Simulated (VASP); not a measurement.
The system is C.

```
C
1.0
     1.22805   -2.12706    0.00000
     1.22805    2.12706    0.00000
     0.00000    0.00000    7.17327
C
4
Direct
  0.08338 0.91662 0.75314
  0.58338 0.41662 0.24686
  0.91662 0.08338 0.24686
  0.41662 0.58338 0.75314
```

```yaml
Program: VASP 6.6.1
Task: relaxation of cell and atoms
Functional: LDA
Potentials_or_basis: VASP PAW LDA potentials, release 64 (C)
Cutoff: 600 eV
k_mesh: 21 × 21 × 6
Occupations: gaussian, width 0.1 eV
Spin: no spin polarisation
```

At the start: pressure -3.6 GPa; volume 9.37 Å³/atom.

Where does the relaxation end?

Over 43 steps the energy falls by 5.2 meV/atom and the volume is 8.59 Å³/atom (-8.3 %); space group Fmmm (No. 69, to 0.1 Å) before and after.

The path:
```tsv
step	energy change (eV)	largest force (eV/Å)	pressure (GPa)	volume (Å³)
1	0.0000	0.0264	-3.63	37.48
3	-0.0049	0.0146	-0.38	37.12
5	-0.0061	0.0552	-0.28	36.97
7	-0.0064	0.7038	0.30	35.67
9	-0.0089	0.3902	0.01	36.27
11	-0.0098	0.3777	0.00	36.17
13	-0.0134	0.3274	-0.01	35.74
15	-0.0190	0.1264	0.18	34.06
17	-0.0200	0.0612	0.08	34.41
19	-0.0202	0.0363	0.02	34.49
21	-0.0204	0.0146	-0.05	34.51
23	-0.0204	0.0196	-0.01	34.50
25	-0.0204	0.0147	-0.02	34.50
27	-0.0204	0.0126	0.03	34.49
29	-0.0205	0.0077	0.23	34.44
31	-0.0205	0.0090	0.17	34.44
33	-0.0207	0.0268	-0.07	34.42
35	-0.0207	0.0353	-0.18	34.42
37	-0.0207	0.0129	-0.16	34.39
39	-0.0208	0.0098	0.05	34.37
41	-0.0208	0.0025	0.05	34.37
43	-0.0208	0.0035	0.01	34.37
```

Final structure:
```yaml
crystal:
  lattice:
    - [1.22329, -2.11753, 0.00000]
    - [1.22329, 2.11753, 0.00000]
    - [0.00000, 0.00000, 6.63414]
  atoms:
    - { symbol: C, position: [0.08330, 0.91670, 0.75043] }
    - { symbol: C, position: [0.58330, 0.41670, 0.24957] }
    - { symbol: C, position: [0.91670, 0.08330, 0.24957] }
    - { symbol: C, position: [0.41670, 0.58330, 0.75043] }
```
